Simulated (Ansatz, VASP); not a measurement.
One calculation of NaF, two programs

```
CELL_PARAMETERS angstrom
3.71939 0.00000 0.00000
-1.85969 3.22108 0.00000
0.00000 0.00000 6.07991
ATOMIC_POSITIONS crystal
Na 0.16208 0.83792 0.66667
Na 0.16208 0.32416 0.33333
Na 0.67584 0.83792 0.00000
F 0.83792 0.16208 0.66667
F 0.83792 0.67584 0.33333
F 0.32416 0.16208 0.00000
```

Alike in both runs: task relaxation of cell and atoms; functional PBE; k mesh 6 × 6 × 4; occupations gaussian, width 0.1 eV; no spin polarisation.

|  | VASP | Ansatz |
| --- | --- | --- |
| version | VASP 6.6.1 | Ansatz 0.2.0 |
| potentials or method | VASP PAW PBE potentials, release 64 (Na_sv, F), cutoff 1130 eV | scalar-relativistic, plane waves, PAW |
| valence electrons in the cell | 48 | 48 |

|  | VASP | Ansatz | Ansatz less VASP |
| --- | --- | --- | --- |
| gap on the k mesh at the Fermi level, each at its own relaxed structure (eV) | 4.86 | 4.86 | +0.001 |
| relaxed volume (Å³/atom) | 15.36 | 15.49 | +0.129 |
| relaxed length of the cell vector where the two differ most in proportion (Å) | 7.324 | 7.400 | +0.0756 |

Noted on VASP's run: the volume moved by over 15 % at a fixed basis, so the end points are rough.
